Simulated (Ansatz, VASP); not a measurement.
GaSb: VASP beside Ansatz

```
Ga Sb
1.0
     4.32608    0.00000    0.00000
     2.16304    3.74649    0.00000
     2.16304    1.24883    3.53223
Ga Sb
1 1
Direct
  0.00000 0.00000 0.00000
  0.25000 0.25000 0.25000
```

Alike in both runs: task single point; functional PBE; k mesh 5 × 5 × 5; no spin polarisation.

|  | VASP | Ansatz |
| --- | --- | --- |
| version | VASP 6.6.1 | Ansatz 0.2.0 |
| potentials or method | VASP PAW PBE potentials, release 64 (Ga_d, Sb), cutoff 500 eV | plane waves, PAW |
| occupations | gaussian, width 0.01 eV | fixed |
| valence electrons in the cell | 18 | 28 |

```csv
,VASP,Ansatz,Ansatz less VASP
gap on the k mesh at the Fermi level (eV),0.03,0.03,-0.001
```

VASP's potentials hold 18 valence electrons a cell and Ansatz's 28, so a difference there can come from the potentials and not from the codes.

Spin-orbit coupling is off throughout.
